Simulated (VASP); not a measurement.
Write the native input for VASP 6.6.1 that does the following.

| Property | Result |
| --- | --- |
| Task | density of states |
| Functional | PBE |
| Potentials or basis | VASP PAW PBE potentials, release 64 (Ti_sv, C) |
| Cutoff | 520 eV |
| k mesh | 16 × 16 × 16 |
| Occupations | gaussian, width 0.1 eV |
| Spin | no spin polarisation |
| Dipole correction | no |
| k mesh for the DOS | 24 × 24 × 24 |
| Occupations for the DOS | tetrahedron |
| Further INCAR settings | ALGO = Normal; EDIFF = 1e-06 |

TiC (m.b):

```
Ti C
1.0
     0.00000    2.16630    2.16630
     2.16630    0.00000    2.16630
     2.16630    2.16630    0.00000
Ti C
1 1
Direct
  0.00000 0.00000 0.00000
  0.50000 0.50000 0.50000
```

One way to write it, as run:

POSCAR

```
TiC
1.0
    0.0000000000      2.1662958875      2.1662958875
    2.1662958875      0.0000000000      2.1662958875
    2.1662958875      2.1662958875      0.0000000000
Ti C
1 1
Direct
    0.0000000000      0.0000000000      0.0000000000
    0.5000000000      0.5000000000      0.5000000000
```

INCAR.step1

```
ALGO = Normal ; EDIFF = 1E-6
ENCUT = 520 ; GGA = PE
GGA_COMPAT = False ; ISIF = 2
ISMEAR = 0 ; LASPH = True
LCHARG = True ; LMAXMIX = 4
LORBIT = 11 ; LREAL = False
LWAVE = False ; NBANDS = 15
NEDOS = 2001 ; NELM = 120
PREC = Accurate ; SIGMA = 0.1
```

KPOINTS.step1

```
k-points
0
Gamma
  16 16 16
```

INCAR.step2

```
ALGO = Normal ; EDIFF = 1E-6
ENCUT = 520 ; GGA = PE
GGA_COMPAT = False ; ICHARG = 11
ISIF = 2 ; ISMEAR = -5
LASPH = True ; LCHARG = False
LMAXMIX = 4 ; LORBIT = 11
LREAL = False ; LWAVE = False
NEDOS = 1001 ; NELM = 120
PREC = Accurate ; SIGMA = 0.1
```

KPOINTS.step2

```
k-points
0
Gamma
  24 24 24
```

Potentials or basis: VASP PAW PBE potentials, release 64 (Ti_sv, C).

Command:

```bash
$ cat potpaw_PBE.64/Ti_sv/POTCAR potpaw_PBE.64/C/POTCAR > POTCAR
$ cp INCAR.step1 INCAR
$ cp KPOINTS.step1 KPOINTS
$ mpirun -np 1 vasp_std > vasp.out
$ cp INCAR.step2 INCAR
$ cp KPOINTS.step2 KPOINTS
$ mpirun -np 1 vasp_std > vasp.out
```

It gave:

```json
{"Valence electrons inside the program's atomic spheres": "Ti 10.39; C 2.40"}
```

It took 62 s on 1 thread of Intel(R) Xeon(R) Platinum 8488C (Sapphire Rapids), on a shared host, peak memory 0.23 GiB.
